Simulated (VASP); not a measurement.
# InSe in VASP: single point with LDA

Aim: the single point of InSe with LDA.

All numbers are computed with VASP 6.6.1; they aren't measurements. Logs are shortened: lines on timing, memory, paths and dates and some standing lists are left out, and cuts for length are marked.

## 1. The cell of the first run

The cell holds a slab with vacuum, 12 atoms: a = 4.000 Å, b = 4.000 Å, c = 30.950 Å, α = 90.00°, β = 90.00°, γ = 60.00°.

## 2. Single point, LDA (the distance across one plane changed)

Input file INCAR:

```
SYSTEM = InSe
  PREC = Accurate
  ENCUT = 520
  EDIFF = 1E-6
  ISMEAR = 0
  SIGMA = 0.03
  LREAL = .FALSE.
  LASPH = .TRUE.
  NELM = 80
  ALGO = Normal
  ISIF = 2
  LWAVE = .FALSE.
  LCHARG = .TRUE.
  GGA = CA
  LELF = .TRUE.
  LVHAR = .TRUE.
  NBANDS = 69
```

Input file KPOINTS:

```
regular mesh
0
G
  10 10 2
  0 0 0
```

Input file POSCAR:

```
InSe
1.0
   -1.9999996503     -3.4641010095      0.0000000000
    1.9999996503     -3.4641010095      0.0000000000
    0.0000000000      0.0000000000     30.9500100000
In Se
6 6
Direct
    0.0000000000      0.0000000000      0.6265715350
    0.3333333333      0.3333333333      0.0891455374
    0.6666666667      0.6666666667      0.3578585362
    1.0000000000      1.0000000000      0.7170203303
    0.3333333333      0.3333333333      0.1795943327
    0.6666666667      0.6666666667      0.4483073315
    1.0000000000      1.0000000000      0.3166110908
    0.3333333333      0.3333333333      0.5853240896
    0.6666666667      0.6666666667      0.0478980920
    1.0000000000      1.0000000000      0.4895279056
    0.3333333333      0.3333333333      0.7582409044
    0.6666666667      0.6666666667      0.2208149068
```

Potentials or basis: VASP PAW LDA potentials, release 64 (In_d, Se).

Command:

```console
cat potpaw_LDA.64/In_d/POTCAR potpaw_LDA.64/Se/POTCAR > POTCAR
mpirun -np 1 vasp_std > vasp.out
```

OUTCAR:

```text
SYSTEM = InSe
   PREC = Accurate
   ENCUT = 520
   EDIFF = 1E-6
   ISMEAR = 0
   LREAL = .FALSE.
   LASPH = .TRUE.
   NELM = 80
   ISIF = 2
   GGA = CA

 ion  position               nearest neighbor table
   1  0.000  0.000  0.627-   8 2.64   8 2.64   8 2.64   4 2.80
   2  0.333  0.333  0.089-   9 2.64   9 2.64   9 2.64   5 2.80
   3  0.667  0.667  0.358-   7 2.64   7 2.64   7 2.64   6 2.80
   4  0.000  0.000  0.717-  11 2.64  11 2.64  11 2.64   1 2.80
   5  0.333  0.333  0.180-  12 2.64  12 2.64  12 2.64   2 2.80
   6  0.667  0.667  0.448-  10 2.64  10 2.64  10 2.64   3 2.80
   7  0.000  0.000  0.317-   3 2.64   3 2.64   3 2.64
   8  0.333  0.333  0.585-   1 2.64   1 2.64   1 2.64
   9  0.667  0.667  0.048-   2 2.64   2 2.64   2 2.64
  10  0.000  0.000  0.490-   6 2.64   6 2.64   6 2.64
  11  0.333  0.333  0.758-   4 2.64   4 2.64   4 2.64
  12  0.667  0.667  0.221-   5 2.64   5 2.64   5 2.64

  LATTYP: Found a hexagonal cell.
 ALAT       =     3.9999993007
 C/A-ratio  =     7.7375038528

  Lattice vectors:

 A1 = (  -1.9999996503,   3.4641010095,   0.0000000000)
 A2 = (  -1.9999996503,  -3.4641010095,   0.0000000000)
 A3 = (   0.0000000000,   0.0000000000,  30.9500100000)

Analysis of symmetry for initial positions (statically):
=====================================================================
 Subroutine PRICEL returns:
 Original cell was already a primitive cell.

 Routine SETGRP: Setting up the symmetry group for a
 hexagonal supercell.

 Subroutine GETGRP returns: Found  6 space group operations
 (whereof  6 operations were pure point group operations)
 out of a pool of 24 trial point group operations.

The static configuration has the point symmetry C_3v.

Analysis of symmetry for dynamics (positions and initial velocities):
=====================================================================
 Subroutine PRICEL returns:
 Original cell was already a primitive cell.

 Routine SETGRP: Setting up the symmetry group for a
 hexagonal supercell.

 Subroutine GETGRP returns: Found  6 space group operations
 (whereof  6 operations were pure point group operations)
 out of a pool of 24 trial point group operations.

The dynamic configuration has the point symmetry C_3v.

 Subroutine INISYM returns: Found  6 space group operations
 (whereof  6 operations are pure point group operations),
 and found     1 'primitive' translations

----------------------------------------------------------------------------------------

                                     Primitive cell

  volume of cell :     428.8558

  direct lattice vectors                    reciprocal lattice vectors
    -1.999999650 -3.464101010  0.000000000    -0.250000044 -0.144337593  0.000000000
     1.999999650 -3.464101010  0.000000000     0.250000044 -0.144337593  0.000000000
     0.000000000  0.000000000 30.950010000     0.000000000  0.000000000  0.032310167

  length of vectors
     3.999999301  3.999999301 30.950010000     0.288675185  0.288675185  0.032310167

  position of ions in fractional coordinates (direct lattice)
     0.000000000  0.000000000  0.626571535
     0.333333333  0.333333333  0.089145537
     0.666666667  0.666666667  0.357858536
     0.000000000  0.000000000  0.717020330
     0.333333333  0.333333333  0.179594333
     0.666666667  0.666666667  0.448307331
     0.000000000  0.000000000  0.316611091
     0.333333333  0.333333333  0.585324090
     0.666666667  0.666666667  0.047898092
     0.000000000  0.000000000  0.489527906
     0.333333333  0.333333333  0.758240904
     0.666666667  0.666666667  0.220814907

  ion indices of the primitive-cell ions
   primitive index   ion index
                 1           1
                 2           2
                 3           3
                 4           4
                 5           5
                 6           6
                 7           7
                 8           8
                 9           9
                10          10
                11          11
                12          12

----------------------------------------------------------------------------------------

 KPOINTS: regular mesh

Automatic generation of k-mesh.
 Grid dimensions read from file:
 generate k-points for:   10   10    2

 Generating k-lattice:

  Cartesian coordinates                     Fractional coordinates (reciprocal lattice)
    -0.025000004 -0.014433759  0.000000000     0.100000000  0.000000000  0.000000000
     0.025000004 -0.014433759  0.000000000     0.000000000  0.100000000  0.000000000
     0.000000000  0.000000000  0.016155084     0.000000000  0.000000000  0.500000000

  Length of vectors
     0.028867519  0.028867519  0.016155084

  Shift w.r.t. Gamma in fractional coordinates (k-lattice)
     0.000000000  0.000000000  0.000000000

 Subroutine IBZKPT returns following result:
 ===========================================

 Found     28 irreducible k-points:

 Following reciprocal coordinates:
            Coordinates               Weight
  0.000000  0.000000  0.000000      1.000000
  0.100000  0.000000  0.000000      6.000000
  0.200000  0.000000  0.000000      6.000000
  0.300000  0.000000  0.000000      6.000000
  0.400000  0.000000  0.000000      6.000000
  0.500000  0.000000  0.000000      3.000000
[... 16 lines left out ...]
  0.400000  0.100000  0.500000     12.000000
  0.500000  0.100000  0.500000     12.000000
 [... further k-points ...]
   k-points           NKPTS =     28   k-points in BZ     NKDIM =     28   number of bands    NBANDS=     69
   number of dos      NEDOS =    301   number of ions     NIONS =     12
   total plane-waves  NPLWV = 216000
   dimension x,y,z NGX =    30 NGY =   30 NGZ =  240
   dimension x,y,z NGXF=    60 NGYF=   60 NGZF=  480
   ions per type =               6   6
   NGX,Y,Z   is equivalent  to a cutoff of  12.47, 12.47, 12.89 a.u.
   NGXF,Y,Z  is equivalent  to a cutoff of  24.94, 24.94, 25.78 a.u.
 SYSTEM =  InSe
   PREC   = accura    normal or accurate (medium, high low for compatibility)
   ISTART =      0    job   : 0-new  1-cont  2-samecut
   ICHARG =      2    charge: 1-file 2-atom 10-const
   ISPIN  =      1    spin polarized calculation?
   LNONCOLLINEAR =      F non collinear calculations
   LSORBIT =      F    spin-orbit coupling
   LASPH  =      T    aspherical Exc in radial PAW
   ENCUT  =  520.0 eV  38.22 Ry    6.18 a.u.   7.44  7.44 57.55*2*pi/ulx,y,z
   NELM   =     80;   NELMIN=  2; NELMDL= -5     # of ELM steps
   EDIFF  = 0.1E-05   stopping-criterion for ELM
   LREAL  =      F    real-space projection
   EDIFFG = 0.1E-04   stopping-criterion for IOM
   NSW    =      0    number of steps for IOM
   IBRION =     -1    ionic relax: 0-MD 1-quasi-New 2-CG
   NFREE  =      0    steps in history (QN), initial steepest desc. (CG)
   ISIF   =      2    stress and relaxation
   ISYM   =      2    0-nonsym 1-usesym 2-fastsym
   POTIM  = 0.5000    time-step for ionic-motion
   TEBEG  =    0.0;   TEEND  =   0.0 temperature during run
   PSTRESS=    0.0 pullay stress
   NELECT =     114.0000    total number of electrons
   NUPDOWN=      -1.0000    fix difference up-down
   EMIN   =  10.00;   EMAX   =-10.00  energy-range for DOS
   EFERMI =   0.00;   METHOD = LEGACY
   ISMEAR =     0;   SIGMA  =   0.03  broadening in eV -4-tet -1-fermi 0-gaus
   EFERMI_NEDOS =   21; number of points for ismear=-14 and -15
   IALGO  =     38    algorithm
   IMIX   =      4    mixing-type and parameters
     AMIX     =   0.40;   BMIX     =  1.00
     AMIX_MAG =   1.60;   BMIX_MAG =  1.00
  volume/ion in A,a.u.               =      35.74       241.17
  Fermi-wavevector in a.u.,A,eV,Ry     =   1.052623  1.989168 15.075451  1.108014
  Thomas-Fermi vector in A             =   2.187712
   LORBIT       =      0    0 simple, 1 ext, 2 COOP (PROOUT), +10 PAW based schemes
   GGA     = CA    functional components
   LHFCALC =     F    Hartree Fock is set to
   AEXX    =    0.0000 exact exchange contribution
   IVDW    =     0    specifies the selected vdW correction
   LEPSILON=     F    determine dielectric tensor
   LRPA    =     F    only Hartree local field effects (RPA)
 non-spin polarized calculation
 Gauss-broadening in eV      SIGMA  =   0.03
  energy-cutoff  :      520.00
  volume of cell :      428.86
 maximum number of plane-waves:     11622
 NGX is ok and might be reduce to    30
   NGX = 15   NGY = 15   NGZ =115

 number of electron     113.9999971 magnetization

 Free energy of the ion-electron system (eV)
  ---------------------------------------------------
  ext. energy  EPLUGINS =         0.00000000
  ---------------------------------------------------
  free energy    TOTEN  =       -49.82086974 eV

  energy without entropy =      -49.82086974  energy(sigma->0) =      -49.82086974

 E-fermi :   2.1402     XC(G=0):  -7.8266

 val. band max:        1.9942890772   @ k =   0.1000   0.0000   0.5000
 cond. band min:       2.6742670100   @ k =   0.0000   0.0000   0.5000
 fundamental gap:      0.6799779327
 Fermi energy:         2.1401728635

 k-point     1 :       0.0000    0.0000    0.0000
  band No.  band energies     occupation
      1     -12.5244      2.00000
      2     -12.5155      2.00000
      3     -12.5044      2.00000
      4     -12.3385      2.00000
      5     -12.3385      2.00000
      6     -12.3304      2.00000
[... 61 lines left out ...]
     68       6.5265      0.00000
     69       6.5265      0.00000

 k-point     2 :       0.1000    0.0000    0.0000
  band No.  band energies     occupation
      1     -12.5260      2.00000
      2     -12.5170      2.00000
      3     -12.5058      2.00000
      4     -12.3791      2.00000
      5     -12.3694      2.00000
      6     -12.3584      2.00000
[... 1573 lines left out ...]
     68       6.3040      0.00000
     69       6.3718      0.00000

 k-point    24 :       0.5000    0.1000    0.5000
  band No.  band energies     occupation
      1     -12.6777      2.00000
      2     -12.6657      2.00000
      3     -12.6552      2.00000
      4     -12.5803      2.00000
      5     -12.5676      2.00000
      6     -12.5568      2.00000
[... 61 lines left out ...]
     68       6.1278      0.00000
     69       6.1968      0.00000

 [... further k-points ...]
[... 5 lines left out ...]
  --------------------------------------------------------------------------------------
  -------------------------------------------------------------------------------------
  Total       -2.5991936     -2.5991936     -3.9394444      0.0000000     -0.0000000      0.0000000
  in kB       -9.7104188     -9.7104188    -14.7175088      0.0000000     -0.0000000      0.0000000
  external PRESSURE =     -11.3794488 kB  Pullay stress =       0.0000000 kB

 VOLUME and BASIS-vectors are now :
 -----------------------------------------------------------------------------
  energy-cutoff  :      520.00
  volume of cell :      428.86
      direct lattice vectors                 reciprocal lattice vectors
    -1.999999650 -3.464101010  0.000000000    -0.250000044 -0.144337593  0.000000000
     1.999999650 -3.464101010  0.000000000     0.250000044 -0.144337593  0.000000000
     0.000000000  0.000000000 30.950010000     0.000000000  0.000000000  0.032310167

 POSITION                                       TOTAL-FORCE (eV/Angst)
 -----------------------------------------------------------------------------------
      0.00000      0.00000     19.39240         0.000000     -0.000000      0.125666
      0.00000     -2.30940      2.75906        -0.000000     -0.000000      0.104481
      0.00000     -4.61880     11.07573        -0.000000      0.000000      0.115233
      0.00000      0.00000     22.19179        -0.000000     -0.000000     -0.108739
      0.00000     -2.30940      5.55845         0.000000     -0.000000     -0.126688
      0.00000     -4.61880     13.87512        -0.000000     -0.000000     -0.114721
      0.00000      0.00000      9.79912        -0.000000     -0.000000      0.106190
      0.00000     -2.30940     18.11579        -0.000000     -0.000000      0.103666
      0.00000     -4.61880      1.48245         0.000000      0.000000      0.175454
      0.00000      0.00000     15.15089        -0.000000      0.000000     -0.106473
      0.00000     -2.30940     23.46756        -0.000000      0.000000     -0.171548
      0.00000     -4.61880      6.83422         0.000000      0.000000     -0.102521
 -----------------------------------------------------------------------------------
    total drift:                               -0.000000      0.000001      0.000062

  FREE ENERGIE OF THE ION-ELECTRON SYSTEM (eV)
  ---------------------------------------------------
  free  energy   TOTEN  =       -49.8208697449 eV

  energy  without entropy=      -49.8208697449  energy(sigma->0) =      -49.82086974
```

It took 18 min on 1 thread of Intel Xeon Platinum 8488C (Sapphire Rapids), shared host; peak memory 0.75 GiB.

Results:

```
Free energy            : -49.8209 eV
Largest force          : 0.175 eV/Å
Band gap on the k mesh : 0.68 eV (least direct gap 0.75 eV)
```

Forces on the atoms (eV/Å):
```
In   0.000  0.000  0.126
In   0.000  0.000  0.104
In   0.000  0.000  0.115
In   0.000  0.000 -0.109
In   0.000  0.000 -0.127
In   0.000  0.000 -0.115
Se   0.000  0.000  0.106
Se   0.000  0.000  0.104
Se   0.000  0.000  0.175
Se   0.000  0.000 -0.106
Se   0.000  0.000 -0.172
Se   0.000  0.000 -0.103
```

Levels at points of the mesh, in eV from the valence-band top:
```tsv
k point	band 54	band 55	band 56	band 57	band 58	band 59	band 60	band 61
(0.00, 0.00, 0.00)	-0.87	-0.87	-0.67	-0.07	0.68	1.22	1.69	2.18
(0.50, 0.00, 0.00)	-1.80	-1.50	-1.46	-1.34	1.38	1.41	1.69	1.72
(0.00, 0.00, 0.50)	-0.87	-0.87	-0.67	-0.07	0.68	1.23	1.69	2.18
(0.50, 0.00, 0.50)	-1.80	-1.50	-1.46	-1.34	1.38	1.41	1.69	1.72
```

Caveat: the cell differs from its parent crystal (the distance across one plane changed); spin-orbit coupling is left out, which moves the levels of the heavy elements.
